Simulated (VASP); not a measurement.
# Zr (Fm-3m) in VASP: notebook

Runs on Zr. Level: PBE. Tasks: single point.

Program: VASP 6.6.1. These are calculated values, not measurements. Logs are shortened: lines on timing, memory, paths and dates and some standing lists are left out, and cuts for length are marked.

## 1. The cell of the first run

The structure is cubic, space group Fm-3m (No. 225). Conventional cell: a = 4.530 Å, b = 4.530 Å, c = 4.530 Å, α = 90.00°, β = 90.00°, γ = 90.00°. Within 4.2 Å of Zr (site symmetry m-3m) lie 12 Zr at 3.20 Å.

## 2. Single point, PBE

The input, INCAR:

```
SYSTEM = Zr
  PREC = Accurate
  ENCUT = 520
  EDIFF = 1E-7
  ISMEAR = 0
  SIGMA = 0.05
  LREAL = .False.
  LASPH = .True.
  NELM = 60
  ALGO = Fast
  ISIF = 2
  LWAVE = .False.
  LCHARG = .True.
  GGA = PE
  LELF = .True.
  LVHAR = .True.
  NBANDS = 12
```

The input, KPOINTS:

```
regular mesh
0
Gamma
  8 8 8
  0 0 0
```

The input, POSCAR:

```
Zr
1.0
    0.0000000000      2.2651553026      2.2651553026
    2.2651553026      0.0000000000      2.2651553026
    2.2651553026      2.2651553026      0.0000000000
Zr
1
Direct
    0.0000000000      0.0000000000      0.0000000000
```

Potentials or basis: VASP PAW PBE potentials, release 64 (Zr_sv).

Command:

```sh
$ cat potpaw_PBE.64/Zr_sv/POTCAR > POTCAR
$ mpirun -np 1 vasp_std > vasp.out
```

OUTCAR:

```text
SYSTEM = Zr
   PREC = Accurate
   ENCUT = 520
   EDIFF = 1E-7
   ISMEAR = 0
   LREAL = .False.
   LASPH = .True.
   NELM = 60
   ISIF = 2
   GGA = PE

 ion  position               nearest neighbor table
   1  0.000  0.000  0.000-

  LATTYP: Found a face centered cubic cell.
 ALAT       =     4.5303106052

  Lattice vectors:

 A1 = (   0.0000000000,   2.2651553026,   2.2651553026)
 A2 = (   2.2651553026,   0.0000000000,   2.2651553026)
 A3 = (   2.2651553026,   2.2651553026,   0.0000000000)

Analysis of symmetry for initial positions (statically):
=====================================================================
 Subroutine PRICEL returns:
 Original cell was already a primitive cell.

 Routine SETGRP: Setting up the symmetry group for a
 face centered cubic supercell.

 Subroutine GETGRP returns: Found 48 space group operations
 (whereof 48 operations were pure point group operations)
 out of a pool of 48 trial point group operations.

The static configuration has the point symmetry O_h .

Analysis of symmetry for dynamics (positions and initial velocities):
=====================================================================
 Subroutine PRICEL returns:
 Original cell was already a primitive cell.

 Routine SETGRP: Setting up the symmetry group for a
 face centered cubic supercell.

 Subroutine GETGRP returns: Found 48 space group operations
 (whereof 48 operations were pure point group operations)
 out of a pool of 48 trial point group operations.

The dynamic configuration has the point symmetry O_h .

 Subroutine INISYM returns: Found 48 space group operations
 (whereof 48 operations are pure point group operations),
 and found     1 'primitive' translations

----------------------------------------------------------------------------------------

                                     Primitive cell

  volume of cell :      23.2447

  direct lattice vectors                    reciprocal lattice vectors
     0.000000000  2.265155303  2.265155303    -0.220735417  0.220735417  0.220735417
     2.265155303  0.000000000  2.265155303     0.220735417 -0.220735417  0.220735417
     2.265155303  2.265155303  0.000000000     0.220735417  0.220735417 -0.220735417

  length of vectors
     3.203413350  3.203413350  3.203413350     0.382324957  0.382324957  0.382324957

  position of ions in fractional coordinates (direct lattice)
     0.000000000  0.000000000  0.000000000

  ion indices of the primitive-cell ions
   primitive index   ion index
                 1           1

----------------------------------------------------------------------------------------

 KPOINTS: regular mesh

Automatic generation of k-mesh.
 Grid dimensions read from file:
 generate k-points for:    8    8    8

 Generating k-lattice:

  Cartesian coordinates                     Fractional coordinates (reciprocal lattice)
    -0.027591927  0.027591927  0.027591927     0.125000000  0.000000000  0.000000000
     0.027591927 -0.027591927  0.027591927     0.000000000  0.125000000  0.000000000
     0.027591927  0.027591927 -0.027591927     0.000000000  0.000000000  0.125000000

  Length of vectors
     0.047790620  0.047790620  0.047790620

  Shift w.r.t. Gamma in fractional coordinates (k-lattice)
     0.000000000  0.000000000  0.000000000

 Subroutine IBZKPT returns following result:
 ===========================================

 Found     29 irreducible k-points:

 Following reciprocal coordinates:
            Coordinates               Weight
  0.000000  0.000000  0.000000      1.000000
  0.125000  0.000000  0.000000      8.000000
  0.250000  0.000000  0.000000      8.000000
  0.375000  0.000000  0.000000      8.000000
  0.500000  0.000000  0.000000      4.000000
  0.125000  0.125000  0.000000      6.000000
[... 16 lines left out ...]
  0.500000  0.250000  0.125000     48.000000
 -0.375000  0.250000  0.125000     24.000000
 [... further k-points ...]
   k-points           NKPTS =     29   k-points in BZ     NKDIM =     29   number of bands    NBANDS=     12
   number of dos      NEDOS =    301   number of ions     NIONS =      1
   total plane-waves  NPLWV =  13824
   dimension x,y,z NGX =    24 NGY =   24 NGZ =   24
   dimension x,y,z NGXF=    48 NGYF=   48 NGZF=   48
   ions per type =               1
   NGX,Y,Z   is equivalent  to a cutoff of  12.46, 12.46, 12.46 a.u.
   NGXF,Y,Z  is equivalent  to a cutoff of  24.91, 24.91, 24.91 a.u.
 SYSTEM =  Zr
   PREC   = accura    normal or accurate (medium, high low for compatibility)
   ISTART =      0    job   : 0-new  1-cont  2-samecut
   ICHARG =      2    charge: 1-file 2-atom 10-const
   ISPIN  =      1    spin polarized calculation?
   LNONCOLLINEAR =      F non collinear calculations
   LSORBIT =      F    spin-orbit coupling
   LASPH  =      T    aspherical Exc in radial PAW
   ENCUT  =  520.0 eV  38.22 Ry    6.18 a.u.   5.96  5.96  5.96*2*pi/ulx,y,z
   NELM   =     60;   NELMIN=  2; NELMDL= -5     # of ELM steps
   EDIFF  = 0.1E-06   stopping-criterion for ELM
   LREAL  =      F    real-space projection
   EDIFFG = 0.1E-05   stopping-criterion for IOM
   NSW    =      0    number of steps for IOM
   IBRION =     -1    ionic relax: 0-MD 1-quasi-New 2-CG
   NFREE  =      0    steps in history (QN), initial steepest desc. (CG)
   ISIF   =      2    stress and relaxation
   ISYM   =      2    0-nonsym 1-usesym 2-fastsym
   POTIM  = 0.5000    time-step for ionic-motion
   TEBEG  =    0.0;   TEEND  =   0.0 temperature during run
   PSTRESS=    0.0 pullay stress
   NELECT =      12.0000    total number of electrons
   NUPDOWN=      -1.0000    fix difference up-down
   EMIN   =  10.00;   EMAX   =-10.00  energy-range for DOS
   EFERMI =   0.00;   METHOD = LEGACY
   ISMEAR =     0;   SIGMA  =   0.05  broadening in eV -4-tet -1-fermi 0-gaus
   EFERMI_NEDOS =   21; number of points for ismear=-14 and -15
   IALGO  =     68    algorithm
   IMIX   =      4    mixing-type and parameters
     AMIX     =   0.40;   BMIX     =  1.00
     AMIX_MAG =   1.60;   BMIX_MAG =  1.00
  volume/ion in A,a.u.               =      23.24       156.86
  Fermi-wavevector in a.u.,A,eV,Ry     =   1.313290  2.481758 23.466380  1.724730
  Thomas-Fermi vector in A             =   2.443623
   LORBIT       =      0    0 simple, 1 ext, 2 COOP (PROOUT), +10 PAW based schemes
   GGA     = PE    functional components
   LHFCALC =     F    Hartree Fock is set to
   AEXX    =    0.0000 exact exchange contribution
   IVDW    =     0    specifies the selected vdW correction
   LEPSILON=     F    determine dielectric tensor
   LRPA    =     F    only Hartree local field effects (RPA)
 non-spin polarized calculation
 RMM-DIIS sequential band-by-band and
 Gauss-broadening in eV      SIGMA  =   0.05
  energy-cutoff  :      520.00
  volume of cell :       23.24
 maximum number of plane-waves:       638
   NGX = 11   NGY = 11   NGZ = 11

 number of electron      12.0000000 magnetization

 Free energy of the ion-electron system (eV)
  ---------------------------------------------------
  ext. energy  EPLUGINS =         0.00000000
  ---------------------------------------------------
  free energy    TOTEN  =        -8.48048803 eV

  energy without entropy =       -8.47664990  energy(sigma->0) =       -8.47856896

 E-fermi :   8.9018     XC(G=0): -11.0873

 val. band max:        8.8886962501   @ k =   0.5000   0.2500   0.1250
 cond. band min:       8.9210076389   @ k =   0.2500   0.0000   0.0000
 fundamental gap:      0.0323113888
 Fermi energy:         8.9018409384

 k-point     1 :       0.0000    0.0000    0.0000
  band No.  band energies     occupation
      1     -39.7850      2.00000
      2     -17.3006      2.00000
      3     -17.3006      2.00000
      4     -17.3006      2.00000
      5       3.3514      2.00000
      6       9.8912      0.00000
      7       9.8912      0.00000
      8       9.8912      0.00000
      9      12.3074      0.00000
     10      12.3074      0.00000
     11      19.4049      0.00000
     12      23.5841      0.00000

 k-point     2 :       0.1250    0.0000    0.0000
  band No.  band energies     occupation
      1     -39.7646      2.00000
      2     -17.4502      2.00000
      3     -17.3191      2.00000
      4     -17.3191      2.00000
      5       3.8396      2.00000
      6       9.4804      0.00000
      7      10.0992      0.00000
      8      10.0992      0.00000
      9      12.1221      0.00000
     10      12.1221      0.00000
     11      20.3729      0.00000
     12      22.0237      0.00000

 k-point     3 :       0.2500    0.0000    0.0000
  band No.  band energies     occupation
      1     -39.7149      2.00000
      2     -17.7988      2.00000
      3     -17.3636      2.00000
      4     -17.3636      2.00000
      5       5.0022      2.00000
      6       8.9210      0.58774
      7      10.2161      0.00000
      8      10.2161      0.00000
      9      12.3225      0.00000
     10      12.3225      0.00000
     11      19.7916      0.00000
     12      22.5047      0.00000
[... 286 lines left out ...]
 k-point    23 :       0.5000    0.2500    0.1250
  band No.  band energies     occupation
      1     -39.6373      2.00000
      2     -18.0573      2.00000
      3     -17.6490      2.00000
      4     -17.4770      2.00000
      5       6.8964      2.00000
      6       8.2428      2.00000
      7       8.8887      1.28995
      8      11.0398      0.00000
      9      12.9106      0.00000
     10      15.1472      0.00000
     11      19.2444      0.00000
     12      22.0313      0.00000

 k-point    24 :      -0.3750    0.2500    0.1250
  band No.  band energies     occupation
      1     -39.6205      2.00000
      2     -18.1331      2.00000
      3     -17.6824      2.00000
      4     -17.5064      2.00000
      5       7.1103      2.00000
      6       8.1022      2.00000
      7       9.2920      0.00000
      8      10.8048      0.00000
      9      13.7110      0.00000
     10      15.8998      0.00000
     11      17.6114      0.00000
     12      21.6262      0.00000

 [... further k-points ...]
[... 5 lines left out ...]
  --------------------------------------------------------------------------------------
  -------------------------------------------------------------------------------------
  Total       -0.0942347     -0.0942347     -0.0942347      0.0000000      0.0000000      0.0000000
  in kB       -6.4952736     -6.4952736     -6.4952736      0.0000000      0.0000000      0.0000000
  external PRESSURE =      -6.4952736 kB  Pullay stress =       0.0000000 kB

 VOLUME and BASIS-vectors are now :
 -----------------------------------------------------------------------------
  energy-cutoff  :      520.00
  volume of cell :       23.24
      direct lattice vectors                 reciprocal lattice vectors
     0.000000000  2.265155303  2.265155303    -0.220735417  0.220735417  0.220735417
     2.265155303  0.000000000  2.265155303     0.220735417 -0.220735417  0.220735417
     2.265155303  2.265155303  0.000000000     0.220735417  0.220735417 -0.220735417

 POSITION                                       TOTAL-FORCE (eV/Angst)
 -----------------------------------------------------------------------------------
      0.00000      0.00000      0.00000         0.000000     -0.000000      0.000000
 -----------------------------------------------------------------------------------
    total drift:                                0.000000      0.000000      0.000000

  FREE ENERGIE OF THE ION-ELECTRON SYSTEM (eV)
  ---------------------------------------------------
  free  energy   TOTEN  =        -8.4804880315 eV

  energy  without entropy=       -8.4766498978  energy(sigma->0) =       -8.47856896
```

Run time: 7.3 s. Hardware: 1 thread of Intel Xeon Platinum 8488C (Sapphire Rapids), shared host; peak memory 0.14 GiB.

What came out:

```
Free energy            : -8.4805 eV
Pressure               : -0.6 GPa
Band gap on the k mesh : zero (band 6 reaches 9.89 eV, above the bottom of band 7 at 8.52 eV)
```

## 3. Single point, PBE, non-collinear spin, zero start, spin-orbit coupling

The input, INCAR:

```
SYSTEM = Zr
  PREC = Accurate
  ENCUT = 520
  EDIFF = 1E-6
  ISMEAR = 0
  SIGMA = 0.05
  LREAL = .FALSE.
  LASPH = .TRUE.
  NELM = 150
  ALGO = Normal
  ISIF = 2
  LWAVE = .FALSE.
  LCHARG = .TRUE.
  MAGMOM = 0 0 0
  LORBIT = 11
  LSORBIT = .TRUE.
  GGA_COMPAT = .FALSE.
  LORBMOM = .TRUE.
  LMAXMIX = 4
  GGA = PE
  LVHAR = .TRUE.
  NBANDS = 23
```

The input, KPOINTS:

```
Automatic mesh
0
G
  16 16 16
  0 0 0
```

The input, POSCAR:

```
Zr
1.0
    0.0000000000      2.2647941469      2.2647941469
    2.2647941469      0.0000000000      2.2647941469
    2.2647941469      2.2647941469      0.0000000000
Zr
1
Direct
    0.0000000000      0.0000000000      0.0000000000
```

Potentials or basis: VASP PAW PBE potentials, release 64 (Zr_sv).

Command:

```sh
$ cat potpaw_PBE.64/Zr_sv/POTCAR > POTCAR
$ mpirun -np 1 vasp_ncl > vasp.out
```

OUTCAR:

```text
SYSTEM = Zr
   PREC = Accurate
   ENCUT = 520
   EDIFF = 1E-6
   ISMEAR = 0
   LREAL = .FALSE.
   LASPH = .TRUE.
   NELM = 150
   ISIF = 2
   LORBIT = 11
   LSORBIT = .TRUE.
   GGA = PE

 ion  position               nearest neighbor table
   1  0.000  0.000  0.000-

  LATTYP: Found a face centered cubic cell.
 ALAT       =     4.5295882938

  Lattice vectors:

 A1 = (   0.0000000000,   2.2647941469,   2.2647941469)
 A2 = (   2.2647941469,   0.0000000000,   2.2647941469)
 A3 = (   2.2647941469,   2.2647941469,   0.0000000000)

Analysis of symmetry for initial positions (statically):
=====================================================================
 Subroutine PRICEL returns:
 Original cell was already a primitive cell.

 Routine SETGRP: Setting up the symmetry group for a
 face centered cubic supercell.

 Subroutine GETGRP returns: Found 48 space group operations
 (whereof 48 operations were pure point group operations)
 out of a pool of 48 trial point group operations.

The static configuration has the point symmetry O_h .

Analysis of symmetry for dynamics (positions and initial velocities):
=====================================================================
 Subroutine PRICEL returns:
 Original cell was already a primitive cell.

 Routine SETGRP: Setting up the symmetry group for a
 face centered cubic supercell.

 Subroutine GETGRP returns: Found 48 space group operations
 (whereof 48 operations were pure point group operations)
 out of a pool of 48 trial point group operations.

The dynamic configuration has the point symmetry O_h .

Analysis of structural, dynamic, and magnetic symmetry:
=====================================================================
 Subroutine PRICEL returns:
 Original cell was already a primitive cell.

 Routine SETGRP: Setting up the symmetry group for a
 face centered cubic supercell.

 Subroutine GETGRP returns: Found 48 space group operations
 (whereof 48 operations were pure point group operations)
[... 793 lines left out ...]
  in kB       -2.3589031     -2.3589031     -2.3589031     -0.0000000      0.0000000     -0.0000000
  external PRESSURE =      -2.3589031 kB  Pullay stress =       0.0000000 kB

 VOLUME and BASIS-vectors are now :
 -----------------------------------------------------------------------------
  energy-cutoff  :      520.00
  volume of cell :       23.23
      direct lattice vectors                 reciprocal lattice vectors
     0.000000000  2.264794147  2.264794147    -0.220770616  0.220770616  0.220770616
     2.264794147  0.000000000  2.264794147     0.220770616 -0.220770616  0.220770616
     2.264794147  2.264794147  0.000000000     0.220770616  0.220770616 -0.220770616

 POSITION                                       TOTAL-FORCE (eV/Angst)
 -----------------------------------------------------------------------------------
      0.00000      0.00000      0.00000        -0.000000     -0.000000     -0.000000
 -----------------------------------------------------------------------------------
    total drift:                                0.000000      0.000000      0.000000

  FREE ENERGIE OF THE ION-ELECTRON SYSTEM (eV)
  ---------------------------------------------------
  free  energy   TOTEN  =        -8.5518535621 eV

  energy  without entropy=       -8.5484666979  energy(sigma->0) =       -8.55016013

 orbital moment (x)

 # of ion     p       d       tot
 ----------------------------------------
  1         0.000   0.000   0.000
 ----------------------------------------
            0.000   0.000   0.000

 orbital moment (y)

 # of ion     p       d       tot
 ----------------------------------------
  1         0.000   0.000   0.000
 ----------------------------------------
            0.000   0.000   0.000

 orbital moment (z)

 # of ion     p       d       tot
 ----------------------------------------
  1         0.000   0.000   0.000
 ----------------------------------------
            0.000   0.000   0.000

 Spin-Orbit-Coupling matrix elements

 Ion:    1  E_soc:     -0.1436941
 l=   1
     0.0000000    -0.0232360    -0.0232360
    -0.0232360     0.0000000    -0.0232360
    -0.0232360    -0.0232360     0.0000000
 l=   2
     0.0000000    -0.0001555     0.0000000    -0.0001555    -0.0005575
    -0.0001555     0.0000000    -0.0004181    -0.0001555    -0.0001394
     0.0000000    -0.0004181     0.0000000    -0.0004181     0.0000000
    -0.0001555    -0.0001555    -0.0004181     0.0000000    -0.0001394
    -0.0005575    -0.0001394     0.0000000    -0.0001394     0.0000000
 l=   3
     0.0000000     0.0000000     0.0000000     0.0000000     0.0000000     0.0000000     0.0000000
     0.0000000     0.0000000     0.0000000     0.0000000     0.0000000     0.0000000     0.0000000
     0.0000000     0.0000000     0.0000000     0.0000000     0.0000000     0.0000000     0.0000000
     0.0000000     0.0000000     0.0000000     0.0000000     0.0000000     0.0000000     0.0000000
     0.0000000     0.0000000     0.0000000     0.0000000     0.0000000     0.0000000     0.0000000
     0.0000000     0.0000000     0.0000000     0.0000000     0.0000000     0.0000000     0.0000000
     0.0000000     0.0000000     0.0000000     0.0000000     0.0000000     0.0000000     0.0000000

 total charge

# of ion       s       p       d       tot
------------------------------------------
    1        2.229   5.956   1.648   9.833

 magnetization (x)

# of ion       s       p       d       tot
------------------------------------------
    1        0.000   0.000   0.000   0.000

 magnetization (y)

# of ion       s       p       d       tot
------------------------------------------
    1        0.000   0.000   0.000   0.000

 magnetization (z)

# of ion       s       p       d       tot
------------------------------------------
    1        0.000   0.000   0.000   0.000
```

stdout:

```text
POSCAR found type information on POSCAR Zr
 POSCAR found :  1 types and       1 ions
 scaLAPACK will be used
 LDA part: xc-table for (Slater+PW92), standard interpolation
 POSCAR, INCAR and KPOINTS ok, starting setup
 FFT: planning ... GRIDC
 FFT: planning ... GRID_SOFT
 FFT: planning ... GRID
 WAVECAR not read
 entering main loop
```

It took 79 s on 1 thread of Intel Xeon Platinum 8488C (Sapphire Rapids), shared host; peak memory 0.26 GiB.

Results:

- Free energy: -8.5519 eV
- Pressure: -0.2 GPa
- Net moment: 0.00 μB per cell
- Valence electrons inside the program's atomic spheres: Zr 9.83

Moments on the atoms (μB; x, y, z):
```
Zr  0.00 0.00 0.00
```
